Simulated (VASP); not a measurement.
# Al3B2Sb (P-3m1) in VASP: single point with PBE

Aim: the single point of Al3B2Sb with PBE.

All numbers are computed with VASP 6.6.1; they aren't measurements. Logs are shortened: lines on timing, memory, paths and dates and some standing lists are left out, and cuts for length are marked.

**1. The cell of the first run**

The structure is trigonal, space group P-3m1 (No. 164). The conventional cell has a = 3.451 Å, b = 3.451 Å, c = 8.794 Å, α = 90.00°, β = 90.00°, γ = 120.00°. Al (site symmetry 3m) has 3 B at 2.16 Å and 3 Al at 2.86 Å within 2.9 Å. Within 3.1 Å of Al (site symmetry -3m) lie 6 B at 2.33 Å and 6 Al at 2.86 Å. Within 2.9 Å of B (site symmetry 3m) lie 6 Al at 2.16 to 2.33 Å. Sb (site symmetry -3m) has 6 Al at 3.08 Å and 6 Sb at 3.45 Å and 6 B at 3.76 Å within 4.1 Å.

The cell was built from a structure type or drawn by symmetry, and may not be a known phase.

**2. Single point, PBE**

Contents of INCAR:

```
SYSTEM = Al3B2Sb
  PREC = Accurate
  ENCUT = 500
  EDIFF = 1E-6
  ISMEAR = 0
  SIGMA = 0.2
  LREAL = .FALSE.
  LASPH = .TRUE.
  NELM = 120
  ALGO = Normal
  ISIF = 2
  LWAVE = .FALSE.
  LCHARG = .FALSE.
  GGA = PE
  NBANDS = 19
  GGA_COMPAT = .FALSE.
```

Contents of KPOINTS:

```
regular mesh
0
G
  6 6 2
  0 0 0
```

Contents of POSCAR:

```
Al3B2Sb
1.0
    3.4510586300      0.0000000000      0.0000000000
   -1.7255293150      2.9887044435      0.0000000000
    0.0000000000      0.0000000000      8.7942619969
Al B Sb
3 2 1
Direct
    0.3333333333      0.6666666667      0.2669068853
    0.0000000000      0.0000000000      0.5000000000
    0.6666666667      0.3333333333      0.7330931147
    0.3333333333      0.6666666667      0.6375408313
    0.6666666667      0.3333333333      0.3624591687
    0.0000000000      0.0000000000      0.0000000000
```

Potentials or basis: VASP PAW PBE potentials, release 64 (Al, B, Sb).

Command:

```
cat potpaw_PBE.64/Al/POTCAR potpaw_PBE.64/B/POTCAR potpaw_PBE.64/Sb/POTCAR > POTCAR
mpirun -np 1 vasp_std > vasp.out
```

OUTCAR:

```text
SYSTEM = Al3B2Sb
   PREC = Accurate
   ENCUT = 500
   EDIFF = 1E-6
   ISMEAR = 0
   LREAL = .FALSE.
   LASPH = .TRUE.
   NELM = 120
   ISIF = 2
   GGA = PE

 ion  position               nearest neighbor table
   1  0.333  0.667  0.267-   5 2.16   5 2.16   5 2.16   2 2.86   2 2.86   2 2.86   6 3.08   6 3.08
                             6 3.08
   2  0.000  0.000  0.500-   4 2.33   5 2.33   4 2.33   5 2.33   5 2.33   4 2.33   1 2.86   3 2.86
                             1 2.86   3 2.86   1 2.86   3 2.86
   3  0.667  0.333  0.733-   4 2.16   4 2.16   4 2.16   2 2.86   2 2.86   2 2.86   6 3.08   6 3.08
                             6 3.08
   4  0.333  0.667  0.638-   3 2.16   3 2.16   3 2.16   2 2.33   2 2.33   2 2.33
   5  0.667  0.333  0.362-   1 2.16   1 2.16   1 2.16   2 2.33   2 2.33   2 2.33
   6  0.000  0.000  0.000-   1 3.08   3 3.08   1 3.08   3 3.08   3 3.08   1 3.08

  LATTYP: Found a hexagonal cell.
 ALAT       =     3.4510586300
 C/A-ratio  =     2.5482795107

  Lattice vectors:

 A1 = (   3.4510586300,   0.0000000000,   0.0000000000)
 A2 = (  -1.7255293150,   2.9887044435,   0.0000000000)
 A3 = (   0.0000000000,   0.0000000000,   8.7942619969)

Analysis of symmetry for initial positions (statically):
=====================================================================
 Subroutine PRICEL returns:
 Original cell was already a primitive cell.

 Routine SETGRP: Setting up the symmetry group for a
 hexagonal supercell.

 Subroutine GETGRP returns: Found 12 space group operations
 (whereof 12 operations were pure point group operations)
 out of a pool of 24 trial point group operations.

The static configuration has the point symmetry D_3d.

Analysis of symmetry for dynamics (positions and initial velocities):
=====================================================================
 Subroutine PRICEL returns:
 Original cell was already a primitive cell.

 Routine SETGRP: Setting up the symmetry group for a
 hexagonal supercell.

 Subroutine GETGRP returns: Found 12 space group operations
 (whereof 12 operations were pure point group operations)
 out of a pool of 24 trial point group operations.

The dynamic configuration has the point symmetry D_3d.

 Subroutine INISYM returns: Found 12 space group operations
 (whereof 12 operations are pure point group operations),
 and found     1 'primitive' translations

----------------------------------------------------------------------------------------

                                     Primitive cell

  volume of cell :      90.7057

  direct lattice vectors                    reciprocal lattice vectors
     3.451058630  0.000000000  0.000000000     0.289766158  0.167296569  0.000000000
    -1.725529315  2.988704444  0.000000000     0.000000000  0.334593139  0.000000000
     0.000000000  0.000000000  8.794261997     0.000000000  0.000000000  0.113710508

  length of vectors
     3.451058630  3.451058630  8.794261997     0.334593139  0.334593139  0.113710508

  position of ions in fractional coordinates (direct lattice)
     0.333333333  0.666666667  0.266906885
     0.000000000  0.000000000  0.500000000
     0.666666667  0.333333333  0.733093115
     0.333333333  0.666666667  0.637540831
     0.666666667  0.333333333  0.362459169
     0.000000000  0.000000000  0.000000000

  ion indices of the primitive-cell ions
   primitive index   ion index
                 1           1
                 2           2
                 3           3
                 4           4
                 5           5
                 6           6

----------------------------------------------------------------------------------------

 KPOINTS: regular mesh

Automatic generation of k-mesh.
 Grid dimensions read from file:
 generate k-points for:    6    6    2

 Generating k-lattice:

  Cartesian coordinates                     Fractional coordinates (reciprocal lattice)
     0.048294360  0.027882762  0.000000000     0.166666667  0.000000000  0.000000000
     0.000000000  0.055765523  0.000000000     0.000000000  0.166666667  0.000000000
     0.000000000  0.000000000  0.056855254     0.000000000  0.000000000  0.500000000

  Length of vectors
     0.055765523  0.055765523  0.056855254

  Shift w.r.t. Gamma in fractional coordinates (k-lattice)
     0.000000000  0.000000000  0.000000000

 Subroutine IBZKPT returns following result:
 ===========================================

 Found     14 irreducible k-points:

 Following reciprocal coordinates:
            Coordinates               Weight
  0.000000  0.000000  0.000000      1.000000
  0.166667 -0.000000  0.000000      6.000000
  0.333333 -0.000000  0.000000      6.000000
  0.500000 -0.000000  0.000000      3.000000
  0.166667  0.166667  0.000000      6.000000
  0.333333  0.166667  0.000000     12.000000
  0.333333  0.333333  0.000000      2.000000
  0.000000  0.000000  0.500000      1.000000
  0.166667 -0.000000  0.500000      6.000000
  0.333333 -0.000000  0.500000      6.000000
  0.500000 -0.000000  0.500000      3.000000
  0.166667  0.166667  0.500000      6.000000
  0.333333  0.166667  0.500000     12.000000
  0.333333  0.333333  0.500000      2.000000
   k-points           NKPTS =     14   k-points in BZ     NKDIM =     14   number of bands    NBANDS=     19
   number of dos      NEDOS =    301   number of ions     NIONS =      6
   total plane-waves  NPLWV =  50176
   dimension x,y,z NGX =    28 NGY =   28 NGZ =   64
   dimension x,y,z NGXF=    56 NGYF=   56 NGZF=  128
   ions per type =               3   2   1
   NGX,Y,Z   is equivalent  to a cutoff of  13.49, 13.49, 12.10 a.u.
   NGXF,Y,Z  is equivalent  to a cutoff of  26.98, 26.98, 24.20 a.u.
 SYSTEM =  Al3B2Sb
   PREC   = accura    normal or accurate (medium, high low for compatibility)
   ISTART =      0    job   : 0-new  1-cont  2-samecut
   ICHARG =      2    charge: 1-file 2-atom 10-const
   ISPIN  =      1    spin polarized calculation?
   LNONCOLLINEAR =      F non collinear calculations
   LSORBIT =      F    spin-orbit coupling
   LASPH  =      T    aspherical Exc in radial PAW
   ENCUT  =  500.0 eV  36.75 Ry    6.06 a.u.   6.29  6.29 16.03*2*pi/ulx,y,z
   NELM   =    120;   NELMIN=  2; NELMDL= -5     # of ELM steps
   EDIFF  = 0.1E-05   stopping-criterion for ELM
   LREAL  =      F    real-space projection
   EDIFFG = 0.1E-04   stopping-criterion for IOM
   NSW    =      0    number of steps for IOM
   IBRION =     -1    ionic relax: 0-MD 1-quasi-New 2-CG
   NFREE  =      0    steps in history (QN), initial steepest desc. (CG)
   ISIF   =      2    stress and relaxation
   ISYM   =      2    0-nonsym 1-usesym 2-fastsym
   POTIM  = 0.5000    time-step for ionic-motion
   TEBEG  =    0.0;   TEEND  =   0.0 temperature during run
   PSTRESS=    0.0 pullay stress
   NELECT =      20.0000    total number of electrons
   NUPDOWN=      -1.0000    fix difference up-down
   EMIN   =  10.00;   EMAX   =-10.00  energy-range for DOS
   EFERMI =   0.00;   METHOD = LEGACY
   ISMEAR =     0;   SIGMA  =   0.20  broadening in eV -4-tet -1-fermi 0-gaus
   EFERMI_NEDOS =   21; number of points for ismear=-14 and -15
   IALGO  =     38    algorithm
   IMIX   =      4    mixing-type and parameters
     AMIX     =   0.40;   BMIX     =  1.00
     AMIX_MAG =   1.60;   BMIX_MAG =  1.00
  volume/ion in A,a.u.               =      15.12       102.02
  Fermi-wavevector in a.u.,A,eV,Ry     =   0.989023  1.868983 13.308776  0.978167
  Thomas-Fermi vector in A             =   2.120592
   LORBIT       =      0    0 simple, 1 ext, 2 COOP (PROOUT), +10 PAW based schemes
   GGA     = PE    functional components
   LHFCALC =     F    Hartree Fock is set to
   AEXX    =    0.0000 exact exchange contribution
   IVDW    =     0    specifies the selected vdW correction
   LEPSILON=     F    determine dielectric tensor
   LRPA    =     F    only Hartree local field effects (RPA)
 non-spin polarized calculation
 Gauss-broadening in eV      SIGMA  =   0.20
  energy-cutoff  :      500.00
  volume of cell :       90.71
 maximum number of plane-waves:      2324
 NGX is ok and might be reduce to    28
   NGX = 13   NGY = 13   NGZ = 33

 number of electron      20.0000000 magnetization

 Free energy of the ion-electron system (eV)
  ---------------------------------------------------
  ext. energy  EPLUGINS =         0.00000000
  ---------------------------------------------------
  free energy    TOTEN  =       -26.94965624 eV

  energy without entropy =      -26.90291593  energy(sigma->0) =      -26.92628608

 E-fermi :   7.3978     XC(G=0): -10.4529

 val. band max:        7.3840126594   @ k =   0.1667   0.1667   0.5000
 cond. band min:       7.4549378487   @ k =   0.3333   0.3333   0.0000
 fundamental gap:      0.0709251893
 Fermi energy:         7.3977780250

 k-point     1 :       0.0000    0.0000    0.0000
  band No.  band energies     occupation
      1      -4.6977      2.00000
      2      -3.4488      2.00000
      3      -2.2879      2.00000
      4       3.0138      2.00000
      5       3.0873      2.00000
      6       7.7490      0.01300
[... 11 lines left out ...]
     18      13.5530      0.00000
     19      14.0624      0.00000

 k-point     2 :       0.1667   -0.0000    0.0000
  band No.  band energies     occupation
      1      -4.2610      2.00000
      2      -3.0262      2.00000
      3      -1.8740      2.00000
      4       3.4090      2.00000
      5       3.4608      2.00000
      6       5.5562      2.00000
[... 11 lines left out ...]
     18      14.3177      0.00000
     19      15.0910      0.00000

 k-point     3 :       0.3333   -0.0000    0.0000
  band No.  band energies     occupation
      1      -2.9830      2.00000
      2      -1.8199      2.00000
      3      -0.6638      2.00000
      4       2.2523      2.00000
      5       3.8002      2.00000
      6       4.0730      2.00000
[... 11 lines left out ...]
     18      14.0371      0.00000
     19      14.6319      0.00000

 k-point     4 :       0.5000   -0.0000    0.0000
  band No.  band energies     occupation
      1      -1.3885      2.00000
      2      -0.8153      2.00000
      3       0.0471      2.00000
      4       1.2561      2.00000
      5       1.6258      2.00000
      6       2.1539      2.00000
[... 11 lines left out ...]
     18      14.1884      0.00000
     19      14.6437      0.00000

 k-point     5 :       0.1667    0.1667    0.0000
  band No.  band energies     occupation
      1      -3.4016      2.00000
      2      -2.2051      2.00000
      3      -1.0599      2.00000
      4       3.6543      2.00000
      5       3.9480      2.00000
      6       4.4936      2.00000
[... 11 lines left out ...]
     18      14.1359      0.00000
     19      14.6099      0.00000
[... 114 lines left out ...]
      2      -0.7450      2.00000
      3      -0.2958      2.00000
      4       0.7650      2.00000
      5       2.3555      2.00000
      6       3.0624      2.00000
[... 11 lines left out ...]
     18      13.2103      0.00000
     19      13.5315      0.00000

 k-point    12 :       0.1667    0.1667    0.5000
  band No.  band energies     occupation
      1      -3.0376      2.00000
      2      -2.9512      2.00000
      3      -0.2299      2.00000
      4       2.1927      2.00000
      5       3.9243      2.00000
      6       4.4391      2.00000
[... 11 lines left out ...]
     18      14.3592      0.00000
     19      15.6664      0.00000

 k-point    13 :       0.3333    0.1667    0.5000
  band No.  band energies     occupation
      1      -1.5218      2.00000
      2      -1.3311      2.00000
      3       0.6675      2.00000
      4       1.4206      2.00000
      5       2.6834      2.00000
      6       3.4348      2.00000
[... 11 lines left out ...]
     18      14.1407      0.00000
     19      15.6354      0.00000

 k-point    14 :       0.3333    0.3333    0.5000
  band No.  band energies     occupation
      1      -0.6706      2.00000
      2       0.3305      2.00000
      3       0.3305      2.00000
      4       1.3588      2.00000
      5       2.1262      2.00000
      6       2.1262      2.00000
[... 11 lines left out ...]
     18      14.2468      0.00000
     19      15.5520      0.00000

------------------------ aborting loop because EDIFF is reached ----------------------------------------

  FORCE on cell =-STRESS in cart. coord.  units (eV):
  Direction    XX          YY          ZZ          XY          YZ          ZX
  --------------------------------------------------------------------------------------
  -------------------------------------------------------------------------------------
  Total       -0.2906107     -0.2906107      0.1843589      0.0000000      0.0000000      0.0000000
  in kB       -5.1331911     -5.1331911      3.2564162      0.0000000      0.0000000      0.0000000
  external PRESSURE =      -2.3366553 kB  Pullay stress =       0.0000000 kB

 VOLUME and BASIS-vectors are now :
 -----------------------------------------------------------------------------
  energy-cutoff  :      500.00
  volume of cell :       90.71
      direct lattice vectors                 reciprocal lattice vectors
     3.451058630  0.000000000  0.000000000     0.289766158  0.167296569  0.000000000
    -1.725529315  2.988704444  0.000000000     0.000000000  0.334593139  0.000000000
     0.000000000  0.000000000  8.794261997     0.000000000  0.000000000  0.113710508

 POSITION                                       TOTAL-FORCE (eV/Angst)
 -----------------------------------------------------------------------------------
     -0.00000      1.99247      2.34725        -0.000000     -0.000000      0.069124
      0.00000      0.00000      4.39713        -0.000000      0.000000      0.000000
      1.72553      0.99623      6.44701         0.000000      0.000000     -0.069124
     -0.00000      1.99247      5.60670         0.000000      0.000000     -0.020337
      1.72553      0.99623      3.18756        -0.000000     -0.000000      0.020337
      0.00000      0.00000      0.00000        -0.000000      0.000000      0.000000
 -----------------------------------------------------------------------------------
    total drift:                                0.000000      0.000000      0.000000

  FREE ENERGIE OF THE ION-ELECTRON SYSTEM (eV)
  ---------------------------------------------------
  free  energy   TOTEN  =       -26.9496562436 eV

  energy  without entropy=      -26.9029159252  energy(sigma->0) =      -26.92628608
```

Run time: 29 s. Hardware: 1 thread of Intel Xeon Platinum 8488C (Sapphire Rapids), shared host; peak memory 0.21 GiB.

What came out:

* Free energy: -26.9497 eV
* Pressure: -0.2 GPa
* Largest force: 0.069 eV/Å
* Band gap on the k mesh: zero (bands 10 and 11 overlap by 3.57 eV)

Forces on the atoms (eV/Å):
```
Al   0.000  0.000  0.069
Al   0.000  0.000  0.000
Al   0.000  0.000 -0.069
B    0.000  0.000 -0.020
B    0.000  0.000  0.020
Sb   0.000  0.000  0.000
```

Levels at points of the mesh, in eV from the Fermi level:
```csv
k point,band 8,band 9,band 10,band 11,band 12,band 13
"(0.00, 0.00, 0.00)",1.00,1.00,2.31,3.55,3.55,4.69
"(0.50, 0.00, 0.00)",-1.26,-0.97,-0.40,-0.36,0.23,1.14
"(0.00, 0.00, 0.50)",0.35,1.01,1.01,3.55,3.55,4.82
"(0.50, 0.00, 0.50)",-2.53,-1.89,-0.57,1.24,1.47,1.68
```

Caveat: spin-orbit coupling is left out, which moves the levels of the heavy elements.
